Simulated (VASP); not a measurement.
## Sn2Pb: single point with PBE

Crystal: Sn2Pb.

```xyz
3
Lattice="-2.0113 2.0113 5.4399 2.0113 -2.0113 5.4399 2.0113 2.0113 -5.4399" Properties=species:S:1:pos:R:3 pbc="T T T"
Sn    0.0000    0.0000    3.5034
Sn    0.0000    0.0000    7.3764
Pb    0.0000    0.0000    0.0000
```

The cell was generated, and may not be a known phase.

| Item | Value |
| --- | --- |
| Program | VASP 6.6.1 |
| Task | single point |
| Functional | PBE |
| Potentials or basis | VASP PAW PBE potentials, release 64 (Sn_d, Pb_d) |
| Cutoff | 520 eV |
| k mesh | 12 × 12 × 12 |
| Occupations | gaussian, width 0.1 eV |
| Spin | no spin polarisation |
| Dipole correction | no |
| Further INCAR settings | ALGO = Fast; EDIFF = 1e-06; NBANDS = 28 |

| Quantity | Value |
| --- | --- |
| Pressure | -0.1 GPa |
| Band gap on the k mesh | zero (bands 21 and 22 overlap by 3.58 eV) |

Levels at points of the mesh, in eV from the Fermi level:
```csv
k point,band 17,band 18,band 19,band 20,band 21,band 22,band 23,band 24,band 25,band 26
"(0.00, 0.00, 0.00)",-6.60,-5.28,-0.62,-0.12,0.18,0.18,0.95,0.95,4.32,5.22
"(0.50, 0.00, 0.00)",-7.86,-6.49,-3.90,-0.10,0.51,1.93,2.01,3.27,3.32,3.34
"(0.50, 0.50, 0.00)",-6.03,-5.93,-4.24,-3.03,-2.41,-0.44,-0.20,1.08,1.83,4.52
"(0.50, 0.50, 0.50)",-9.58,-3.60,-0.96,-0.96,1.07,2.87,3.32,3.66,4.24,4.25
```

Wall time 6.9 min on 1 thread of AMD EPYC 9R45 96-Core Processor (Zen 5), with other jobs on the host, peak memory 0.55 GiB.

Caveat: spin-orbit coupling is left out, which moves the levels of the heavy elements.
